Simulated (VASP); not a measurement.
Here is a VASP 6.6.1 calculation.

Contents of INCAR:

```
SYSTEM = Sn
  PREC = Accurate
  ENCUT = 520
  EDIFF = 1E-7
  ISMEAR = 0
  SIGMA = 0.1
  LREAL = .False.
  LASPH = .True.
  NELM = 60
  ALGO = Normal
  ISIF = 2
  LWAVE = .False.
  LCHARG = .True.
  LDIPOL = .True.
  IDIPOL = 3
  DIPOL = 0.5 0.5 0.500
  GGA = PE
  LELF = .True.
  LVHAR = .True.
  LVACPOTAV = .True.
  NBANDS = 58
```

File KPOINTS:

```
regular mesh
0
Gamma
  8 8 1
  0 0 0
```

File POSCAR:

```
Sn
1.0
    4.7067117294      0.0000000000      0.0000000000
    0.0000000000      4.7067117294      0.0000000000
    0.0000000000      0.0000000000     24.9844433429
Sn
7
Direct
    0.0000000000      0.0000000000      0.3001867961
    0.5000000000      0.0000000000      0.3667911974
    0.5000000000      0.5000000000      0.4333955987
    0.0000000000      0.5000000000      0.5000000000
    0.0000000000      0.0000000000      0.5666044013
    0.5000000000      0.0000000000      0.6332088026
    0.5000000000      0.5000000000      0.6998132039
```

Potentials or basis: VASP PAW PBE potentials, release 64 (Sn_d).

The run is started by

```bash
$ cat potpaw_PBE.64/Sn_d/POTCAR > POTCAR
$ mpirun -np 1 vasp_std > vasp.out
```

**Question.** Predict the largest force.

**Answer.** 0.091 eV/Å.

**Question.** What does it give for the band gap on the k mesh?

**Answer.** Zero (band 49 reaches 0.27 eV, above the bottom of band 50 at -0.57 eV).

Forces on the atoms (eV/Å):
```
Sn   0.000  0.000 -0.091
Sn   0.000  0.000  0.059
Sn   0.000  0.000  0.050
Sn   0.000  0.000  0.000
Sn   0.000  0.000 -0.050
Sn   0.000  0.000 -0.059
Sn   0.000  0.000  0.091
```

Caveat: spin-orbit coupling is left out, which moves the levels of the heavy elements.
